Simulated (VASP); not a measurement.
LiGeH3: density of states with PBE

The system is LiGeH3.

```
Li Ge H
1.0
     5.37971    0.00000    0.00000
     0.00000    5.37971    0.00000
     0.00000    0.00000    3.65875
Li Ge H
2 2 6
Direct
  0.00000 0.50000 0.50000
  0.50000 0.00000 0.50000
  0.50000 0.50000 0.00000
  0.00000 0.00000 0.00000
  0.83017 0.33017 0.00000
  0.66983 0.83017 0.00000
  0.50000 0.50000 0.50000
  0.16983 0.66983 0.00000
  0.33017 0.16983 0.00000
  0.00000 0.00000 0.50000
```

```yaml
Program: VASP 6.6.1
Task: density of states
Functional: PBE
Potentials_or_basis: VASP PAW PBE potentials, release 64 (Li_sv, Ge_d, H)
Cutoff: 520 eV
k_mesh: 8 × 8 × 10
Occupations: gaussian, width 0.1 eV
Spin: no spin polarisation
Dipole_correction: no
k_mesh_for_the_DOS: 12 × 12 × 15
Occupations_for_the_DOS: tetrahedron
Further_INCAR_settings: ALGO = Normal; EDIFF = 1e-06; NBANDS = 31
```

```json
{
 "Valence electrons inside the program's atomic spheres": "Li 2.03; Ge 12.30; H 0.50, 0.53"
}
```

Levels at points of the mesh, in eV from the Fermi level:
```
           k point  band 17  band 18  band 19  band 20  band 21  band 22  band 23  band 24
(0.00, 0.00, 0.00)    -3.73    -3.00    -0.59    -0.59     0.18     0.90     1.84     1.91
(0.50, 0.00, 0.00)    -4.65    -4.65     0.16     0.16     0.97     0.97     1.93     1.93
(0.50, 0.50, 0.00)    -2.30    -2.30     0.81     0.81     1.17     1.17     1.68     1.68
```

Run time: 13 min on 1 thread of Intel(R) Xeon(R) Platinum 8175M CPU @ 2.50GHz (Skylake/Cascade Lake) (shared host), peak memory 0.63 GiB.
